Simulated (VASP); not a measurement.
Input of a VASP 6.6.1 run:

INCAR

```
SYSTEM = C5N
ALGO = Normal
DIPOL = 0.5 0.5 0.323
EDIFF = 1E-6
ENCUT = 520
GGA = PE
IDIPOL = 3
ISIF = 2
ISMEAR = 0
IVDW = 12
LASPH = .True.
LCHARG = .True.
LDIPOL = .True.
LELF = .True.
LREAL = .False.
LVACPOTAV = .True.
LVHAR = .True.
LWAVE = .False.
NBANDS = 37
NELM = 100
PREC = Accurate
SIGMA = 0.05
```

KPOINTS

```
k-points
0
Gamma
  8 7 1
  0 0 0
```

File POSCAR:

```
C5N
1.0
    3.6473242087      0.0000000000      0.0000000000
   -1.6658829526      3.9310150920      0.0000000000
    0.0000000000      0.0000000000     23.1309581756
C N
10 2
Direct
    0.5001799340      0.3333933113      0.1729284178
    0.4998200660      0.6666066887      0.1729284178
    0.5001799340      0.8333933113      0.2262110668
    0.4998200660      0.1666066887      0.2262110668
    0.5000212336      0.3353169660      0.2794744906
    0.4999787664      0.6646830340      0.2794744906
    0.5001286265      0.8366480411      0.3329734377
    0.4998713735      0.1633519589      0.3329734377
    0.4997623706      0.3544335280      0.3817809063
    0.5002376294      0.6455664720      0.3817809063
    0.7497623706      1.1044335280      0.5201236405
    0.7497623706      1.1044335280      0.5676789554
```

Potentials or basis: VASP PAW PBE potentials, release 64 (C, N).

Run with:

```sh
$ cat potpaw_PBE.64/C/POTCAR potpaw_PBE.64/N/POTCAR > POTCAR
$ mpirun -np 1 vasp_std > vasp.out
```

Q: Estimate the band gap on the k mesh.

A: Zero (bands 25 and 26 overlap by 0.73 eV).

Q: Estimate the dispersion energy per atom.

A: -0.106 eV.

Q: Estimate the largest force.

A: 6.776 eV/Å.

Forces on the atoms (eV/Å):
```
C   -2.626  6.142  1.136
C    2.626 -6.142  1.135
C   -0.161  0.383 -1.175
C    0.162 -0.383 -1.175
C    0.007 -0.006  0.003
C   -0.007  0.008  0.002
C   -0.010  0.022  0.014
C    0.011 -0.026  0.020
C    0.015 -0.042  0.023
C   -0.023  0.046  0.039
N    0.009 -0.002 -2.141
N   -0.003  0.001  2.118
```

Caveat: the standard files for N, O and F lose accuracy on very short bonds.
